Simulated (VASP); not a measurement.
Input of a VASP 6.6.1 run:

Contents of INCAR:

```
SYSTEM = SnSe
ALGO = Normal
EDIFF = 1E-6
ENCUT = 500
GGA = CA
GGA_COMPAT = .False.
ISIF = 2
ISMEAR = 0
LASPH = .True.
LCHARG = .True.
LELF = .True.
LREAL = .False.
LVHAR = .True.
LWAVE = .False.
NBANDS = 28
NELM = 120
PREC = Accurate
SIGMA = 0.05
```

File KPOINTS:

```
k-points
0
Gamma
  6 6 4
  0 0 0
```

File POSCAR:

```
SnSe
1.0
    4.1898989379      0.0000000000      0.0000000000
    0.0000000000      4.1898989379      0.0000000000
    0.0000000000      0.0000000000     10.9796229414
Sn Se
2 2
Direct
    0.5000000000      0.0000000000      0.3736094434
    0.0000000000      0.5000000000      0.6218366662
    0.5000000000      0.0000000000      0.6217782129
    0.0000000000      0.5000000000      0.3782217871
```

Potentials or basis: VASP PAW LDA potentials, release 64 (Sn_d, Se).

Command:

```bash
$ cat potpaw_LDA.64/Sn_d/POTCAR potpaw_LDA.64/Se/POTCAR > POTCAR
$ mpirun -np 1 vasp_std > vasp.out
```

Problem. Predict the largest force.

Solution. 0.264 eV/Å.

Problem. What does it give for the band gap on the k mesh?

Solution. 1.41 eV (least direct gap 1.48 eV).

Forces in eV/Å, atoms in the order of the input:
```
Sn   0.000  0.000  0.264
Sn   0.000  0.000  0.036
Se   0.000  0.000 -0.226
Se   0.000  0.000 -0.074
```

Caveat: the cell differs from its parent crystal (atom 1 (Sn) moved -0.050 Å towards its neighbour atom 3 (Se) at 2.675 Å); spin-orbit coupling is left out, which moves the levels of the heavy elements.
